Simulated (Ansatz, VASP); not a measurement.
## WS2: VASP beside Ansatz

The input INCAR:

```
SYSTEM = WS2
  PREC = Accurate
  ENCUT = 520
  EDIFF = 1E-8
  ISMEAR = -1
  SIGMA = 0.08
  LREAL = .False.
  LASPH = .True.
  NELM = 60
  ALGO = Normal
  ISIF = 2
  LWAVE = .False.
  LCHARG = .False.
  LEFG = .True.
  NBANDS = 20
```

KPOINTS

```
Automatic mesh
0
Gamma
  13 13 13
  0 0 0
```

Contents of POSCAR:

```
WS2
1.0
    1.5632103805      0.9025199339      6.1633300000
   -1.5632103805      0.9025199339      6.1633300000
    0.0000000000     -1.8050398679      6.1633300000
W S
1 2
Direct
    0.0000000000      0.0000000000      0.0000000000
    0.7503000000      0.7503000000      0.7503000000
    0.5810000000      0.5810000000      0.5810000000
```

Input for Ansatz:

```yaml
crystal:
  lattice:
    - [1.5632103805, 0.9025199339, 6.16333]
    - [-1.5632103805, 0.9025199339, 6.16333]
    - [0.0, -1.8050398679, 6.16333]
  atoms:
    - { symbol: W, position: [0.0, 0.0, 0.0] }
    - { symbol: S, position: [0.7503, 0.7503, 0.7503] }
    - { symbol: S, position: [0.581, 0.581, 0.581] }
kpoints:
  mp_grid: { grid: [13, 13, 13] }
scf:
  occupations: { method: fermi_dirac, width: 0.08 }
hamiltonian:
  xc: lda
  pseudopotentials: { kind: paw }
output:
  forces: true
  stress: true
  eigenvalues: true
  efg: { contact_densities: true }
  write_density: true
  write_potential: true
  elf: true
  volumetric_format: npy
```

Change from the starting cell: equal xx and yy strain of -1 %, PAW files.

Alike in both runs: task electric field gradients; functional LDA; k mesh 13 × 13 × 13; occupations fermi-dirac, width 0.08 eV; no spin polarisation.

|  | VASP | Ansatz |
| --- | --- | --- |
| version | VASP 6.6.1 | Ansatz 0.2.0 |
| potentials or method | VASP PAW LDA potentials, release 64 (W_sv, S) | PAW with Ansatz's default frozen-core files, scalar-relativistic |
| plane-wave cutoff (eV) | 520 | 420 |
| valence electrons in the cell | 26 | 26 |

|  | VASP | Ansatz | Ansatz less VASP |
| --- | --- | --- | --- |
| pressure (GPa) | 0.0 | -0.4 | -0.40 |
| traceless stress, the component that is largest in VASP (GPa) | -0.72 | -0.72 | +0.003 |
| rms of the force components (eV/Å) | 0.251 | 0.251 | -0.0001 |
| size of Vzz on the site where it differs most (V/Å²) | 157.5 | 172.6 | +15.03 |

LDA's correlation is that of Perdew and Zunger in VASP and of Perdew and Wang (1992) in Ansatz. Atom by atom the forces differ by 0.023 eV/Å (rms over components).

Neither program's run includes spin-orbit coupling.
